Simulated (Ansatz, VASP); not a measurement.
## Two plane-wave programs on KF

```xyz
4
Lattice="2.8323 2.8323 0.0000 -2.8323 2.8323 0.0000 0.0000 0.0000 5.3152" Properties=species:S:1:pos:R:3 pbc="T T T"
K     0.0000    0.0000    0.0000
K     0.0000    2.8323    2.6576
F     0.0000    2.8323    0.0000
F     0.0000    0.0000    2.6576
```

Alike in both runs: task single point; functional PBE; k mesh 6 × 6 × 4; occupations gaussian, width 0.02 eV; no spin polarisation.

|  | VASP | Ansatz |
| --- | --- | --- |
| version | VASP 6.6.1 | Ansatz 0.2.0 |
| potentials or method | VASP PAW PBE potentials, release 64 (K_sv, F), cutoff 520 eV | scalar-relativistic, plane waves, PAW |
| valence electrons in the cell | 32 | 32 |

Ansatz gave:

```
gap on the k mesh at the Fermi level (eV)                     : 5.58
least direct gap on the mesh (eV)                             : 5.58
pressure (GPa)                                                : -1.4
traceless stress, the component that is largest in VASP (GPa) : 1.43
```

Task: Estimate VASP's values.

Result: gap on the k mesh at the Fermi level (eV): 5.56; least direct gap on the mesh (eV): 5.56; pressure (GPa): -1.5; traceless stress, the component that is largest in VASP (GPa): 1.50.
